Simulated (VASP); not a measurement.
A run of VASP 6.6.1:

INCAR

```
PREC = Accurate ; ENCUT = 520
EDIFF = 1E-6 ; ISMEAR = -1
SIGMA = 0.02 ; LREAL = False
LASPH = True ; NELM = 60
ALGO = Normal ; ISIF = 2
LWAVE = False ; LCHARG = False
GGA = PE ; IBRION = 2
NSW = 80 ; EDIFFG = -0.02
```

Contents of KPOINTS:

```
Automatic mesh
0
Gamma
  10 10 10
```

The input POSCAR:

```
HfO2
1.0
    0.0000000000      2.5575000000      2.6342250000
    2.5575000000      0.0000000000      2.6342250000
    2.5575000000      2.5575000000      0.0000000000
Hf O
1 2
Direct
    0.0000000000      0.0000000000      0.0000000000
    0.2500000000      0.2500000000      0.2500000000
    0.7500000000      0.7500000000      0.7500000000
```

Potentials or basis: VASP PAW PBE potentials, release 64 (Hf_pv, O).

Launch:

```sh
$ cat potpaw_PBE.64/Hf_pv/POTCAR potpaw_PBE.64/O/POTCAR > POTCAR
$ mpirun -np 1 vasp_std > vasp.out
```

Hardware: 1 thread of Intel(R) Xeon(R) Platinum 8488C (Sapphire Rapids), on a shared host.

Q: Estimate the wall time of this run.

A: It took 33 s on 1 thread of Intel(R) Xeon(R) Platinum 8488C (Sapphire Rapids), with other jobs on the host, peak memory 0.19 GiB. Counts: scf iterations 13, k points 102, ion steps 1.
